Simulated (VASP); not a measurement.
ScS4, 10 atoms in the cell. It takes space group P4/mcc (No. 124, tetragonal). The conventional cell has a = 5.437 Å, b = 5.437 Å, c = 6.903 Å, α = 90.00°, β = 90.00°, γ = 90.00°. Sc (site symmetry 422) has 8 S at 2.71 Å and 2 Sc at 3.45 Å within 3.6 Å. Within 2.8 Å of S (site symmetry m) lie 1 S at 2.08 Å and 2 Sc at 2.71 Å. The cell was generated, and may not be a known phase.

```yaml
Program: VASP 6.6.1
Task: single point
Functional: PBE
Potentials_or_basis: VASP PAW PBE potentials, release 64 (Sc_sv, S)
Cutoff: 520 eV
k_mesh: 6 × 6 × 6
Occupations: gaussian, width 0.1 eV
Spin: no spin polarisation
Dipole_correction: no
Further_INCAR_settings: ALGO = Normal; EDIFF = 1e-06; NBANDS = 46
```

Potentials or basis: VASP PAW PBE potentials, release 64 (Sc_sv, S).

The run is started by

```sh
$ cat potpaw_PBE.64/Sc_sv/POTCAR potpaw_PBE.64/S/POTCAR > POTCAR
$ mpirun -np 1 vasp_std > vasp.out
```

Hardware: 1 thread of AMD EPYC 9R45 96-Core Processor (Zen 5), with other jobs on the host.

**Question.** How long does it take, and how much memory?

**Answer.** Wall time 3.7 min on 1 thread of AMD EPYC 9R45 96-Core Processor (Zen 5), with other jobs on the host, peak memory 0.41 GiB. Counts: scf iterations 15, k points 40.
